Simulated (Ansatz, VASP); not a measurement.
## MnSb: VASP beside Ansatz

The input INCAR:

```
SYSTEM = MnSb
PREC     = Accurate       ! precision mode
ENCUT    = 520            ! plane-wave cutoff, eV
EDIFF    = 1E-6           ! SCF threshold, eV
ISMEAR   = -1             ! smearing method
SIGMA    = 0.025          ! smearing width, eV
LREAL    = .False.        ! projectors in reciprocal space
LASPH    = .True.         ! aspherical terms in the spheres
NELM     = 150            ! most SCF steps
ALGO     = Normal         ! electronic algorithm
ISIF     = 2              ! what is computed and relaxed
LWAVE    = .False.        ! write WAVECAR
LCHARG   = .True.         ! write CHGCAR
ISPIN    = 2              ! spin polarisation
MAGMOM   = 3.8 0          ! initial moments
LORBIT   = 11             ! projections on sites
LMAXMIX  = 4              ! l up to which the mixer works
GGA      = PE             ! functional
LELF     = .True.         ! ELF
LVHAR    = .True.       
NBANDS   = 20             ! bands
```

File KPOINTS:

```
Automatic mesh
0
Gamma
  9 9 9
  0 0 0
```

Contents of POSCAR:

```
MnSb
1.0
    0.0000000000      2.7674782250      2.8509163200
    2.7674782250      0.0000000000      2.8509163200
    2.7674782250      2.7674782250      0.0000000000
Mn Sb
1 1
Direct
    0.0000000000      0.0000000000      0.0000000000
    0.5000000000      0.5000000000      0.5000000000
```

Input for Ansatz:

```yaml
crystal:
  lattice:
    - [0.0, 2.767478225, 2.85091632]
    - [2.767478225, 0.0, 2.85091632]
    - [2.767478225, 2.767478225, 0.0]
  atoms:
    - { symbol: Mn, position: [0.0, 0.0, 0.0], spin: 3.8 }
    - { symbol: Sb, position: [0.5, 0.5, 0.5] }
magnetization:
  spin_polarized: true
kpoints:
  mp_grid: { grid: [9, 9, 9] }
scf:
  occupations: { method: fermi_dirac, width: 0.025 }
  convergence: { dr2_threshold: 1.0e-09 }
  lower_state_search: "off"
hamiltonian:
  xc: pbe
  pseudopotentials: { kind: all_electron, lapw: { basis_error: 0.00025 } }
output:
  eigenvalues: false
checkpoint:
  write: state
  compress: false
  write_every: 100000
```

Change from the starting cell: stretched by +2 % along [0.0, 0.0, 1.0] at fixed volume; collinear moments without spin-orbit coupling, LAPW.

Alike in both runs: task single point; functional PBE; k mesh 9 × 9 × 9; occupations fermi-dirac, width 0.025 eV; collinear spin.

|  | VASP | Ansatz |
| --- | --- | --- |
| version | VASP 6.6.1 | Ansatz 0.2.0 |
| potentials or method | VASP PAW PBE potentials, release 64 (Mn_pv, Sb), cutoff 520 eV | all-electron LAPW, scalar-relativistic |

|  | VASP | Ansatz | Ansatz less VASP |
| --- | --- | --- | --- |
| net moment per atom (μB) | 1.93 | 1.93 | +0.002 |
| size of the moment on the site where the two differ most (μB) | 3.76 | 3.88 | +0.117 |

Site moments also hang on the region over which each program counts them. Ansatz ran all-electron here, and VASP with PAW potentials.

Spin-orbit coupling is off throughout.
